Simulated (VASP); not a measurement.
Set up this calculation in VASP 6.6.1, as the native input.

- Task: single point
- Functional: r2SCAN
- Potentials or basis: VASP PAW PBE potentials, release 64 (Zn, In_d, Ga_d, O)
- Cutoff: 520 eV
- k mesh: 8 × 8 × 8
- Occupations: fermi-dirac, width 0.02 eV
- Spin: no spin polarisation
- Dipole correction: no
- Further INCAR settings: ALGO = Normal; EDIFF = 1e-06; NBANDS = 40

ZnInGaO4:

```
Zn In Ga O
1.0
     1.65524    0.95566    8.58808
    -1.65524    0.95566    8.58808
     0.00000   -1.91131    8.58808
Zn In Ga O
1 1 1 4
Direct
  0.21875 0.21875 0.21875
  0.00307 0.00307 0.00307
  0.78710 0.78710 0.78710
  0.29520 0.29520 0.29520
  0.71137 0.71137 0.71137
  0.12102 0.12102 0.12102
  0.86348 0.86348 0.86348
```

One way to write it, as run:

POSCAR

```
ZnInGaO4
1.0
    1.6552432560      0.9556551394      8.5880844266
   -1.6552432560      0.9556551394      8.5880844266
    0.0000000000     -1.9113102789      8.5880844266
Zn In Ga O
1 1 1 4
Direct
    0.2187465382      0.2187465382      0.2187465382
    0.0030748680      0.0030748680      0.0030748680
    0.7871013666      0.7871013666      0.7871013666
    0.2952017789      0.2952017789      0.2952017789
    0.7113715271      0.7113715271      0.7113715271
    0.1210223909      0.1210223909      0.1210223909
    0.8634825302      0.8634825302      0.8634825302
```

INCAR.step1

```
SYSTEM = ZnInGaO4
PREC = Accurate
ENCUT = 520
ISMEAR = -1
SIGMA = 0.02
LREAL = .False.
LASPH = .True.
NELM = 60
NBANDS = 40
GGA = PE
ALGO = Normal
EDIFF = 1E-4
LWAVE = .True.
LCHARG = .False.
```

INCAR.step2

```
SYSTEM = ZnInGaO4
PREC = Accurate
ENCUT = 520
EDIFF = 1E-6
ISMEAR = -1
SIGMA = 0.02
LREAL = .False.
LASPH = .True.
NELM = 60
ALGO = Normal
ISIF = 2
LWAVE = .False.
LCHARG = .True.
METAGGA = R2SCAN
LMIXTAU = .True.
LELF = .True.
LVHAR = .True.
NBANDS = 40
ISTART = 1
```

KPOINTS

```
Automatic mesh
0
Gamma
  8 8 8
  0 0 0
```

Potentials or basis: VASP PAW PBE potentials, release 64 (Zn, In_d, Ga_d, O).

Run with:

```bash
$ cat potpaw_PBE.64/Zn/POTCAR potpaw_PBE.64/In_d/POTCAR potpaw_PBE.64/Ga_d/POTCAR potpaw_PBE.64/O/POTCAR > POTCAR
$ cp INCAR.step1 INCAR
$ mpirun -np 1 vasp_std > vasp.out
$ cp INCAR.step2 INCAR
$ mpirun -np 1 vasp_std > vasp.out
```

Results of the run:

```
Pressure               : 1.3 GPa
Largest force          : 0.024 eV/Å
Band gap on the k mesh : 1.76 eV
```

Caveat: the PAW data sets were made with another functional, which shifts forces and pressure a little; spin-orbit coupling is left out, which moves the levels of the heavy elements.

Run time: 66 min on 1 thread of Intel(R) Xeon(R) 6975P-C (Granite Rapids) (shared host), peak memory 0.94 GiB.
